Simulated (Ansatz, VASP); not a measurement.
One calculation of MnO, two programs

File INCAR:

```
ALGO     = Normal         # electronic algorithm
EDIFF    = 1E-8           # SCF threshold, eV
ENCUT    = 520            # plane-wave cutoff, eV
GGA      = PE             # functional
ISIF     = 2              # what is computed and relaxed
ISMEAR   = -1             # smearing method
ISPIN    = 2              # spin polarisation
LASPH    = True           # aspherical terms in the spheres
LCHARG   = False          # write CHGCAR
LEFG     = True         
LMAXMIX  = 4              # l up to which the mixer works
LORBIT   = 11             # projections on sites
LREAL    = False          # projectors in reciprocal space
LWAVE    = False          # write WAVECAR
MAGMOM   = 4 4 0 0        # initial moments
NBANDS   = 31             # bands
NELM     = 150            # most SCF steps
PREC     = Accurate       # precision mode
SIGMA    = 0.05           # smearing width, eV
```

File KPOINTS:

```
k-points
0
Gamma
  14 14 8
```

File POSCAR:

```
MnO
1.0
    3.3490713822      0.0000000000      0.0000000000
   -1.6745356910      2.9003808960      0.0000000000
    0.0000000000      0.0000000000      5.3493546156
Mn O
2 2
Direct
    0.3333333333      0.6666666667      0.0109600000
    0.6666666667      0.3333333333      0.5109600000
    0.3333333333      0.6666666667      0.3754700000
    0.6666666667      0.3333333333      0.8754700000
```

Input for Ansatz:

```yaml
crystal:
  lattice:
    - [3.3490713822, 0.0, 0.0]
    - [-1.674535691, 2.900380896, 0.0]
    - [0.0, 0.0, 5.3493546156]
  atoms:
    - { symbol: Mn, position: [0.3333333333, 0.6666666667, 0.01096], spin: 4.0 }
    - { symbol: Mn, position: [0.6666666667, 0.3333333333, 0.51096], spin: 4.0 }
    - { symbol: O, position: [0.3333333333, 0.6666666667, 0.37547] }
    - { symbol: O, position: [0.6666666667, 0.3333333333, 0.87547] }
magnetization:
  spin_polarized: true
kpoints:
  mp_grid: { grid: [14, 14, 8] }
scf:
  occupations: { method: fermi_dirac, width: 0.05 }
hamiltonian:
  xc: pbe
  pseudopotentials: { kind: all_electron, datasets: crystal }
output:
  forces: true
  stress: true
  eigenvalues: true
  efg: { contact_densities: true }
```

Change from the starting cell: volume scaled by 0.98, crystal datasets.

Alike in both runs: task electric field gradients; functional PBE; k mesh 14 × 14 × 8; occupations fermi-dirac, width 0.05 eV; collinear spin.

```csv
,VASP,Ansatz
version,VASP 6.6.1,Ansatz 0.2.0
potentials or method,"VASP PAW PBE potentials, release 64 (Mn_pv, O), cutoff 520 eV","all-electron PAW with datasets made for the crystal, scalar-relativistic"
```

|  | VASP | Ansatz | Ansatz less VASP |
| --- | --- | --- | --- |
| pressure (GPa) | 9.5 | 9.0 | -0.48 |
| traceless stress, the component that is largest in VASP (GPa) | 6.21 | 5.97 | -0.237 |
| rms of the force components (eV/Å) | 0.412 | 0.395 | -0.0174 |
| net moment per atom (μB) | 2.50 | 2.50 | 0.000 |
| size of the moment on the site where the two differ most (μB) | 4.40 | 3.83 | -0.576 |
| size of Vzz on the site where it differs most (V/Å²) | 26.8 | 27.6 | +0.82 |

Site moments also hang on the region over which each program counts them. Atom by atom the forces differ by 0.017 eV/Å (rms over components). Ansatz ran all-electron here, and VASP with PAW potentials. Ansatz's warnings: frozen core search ended.
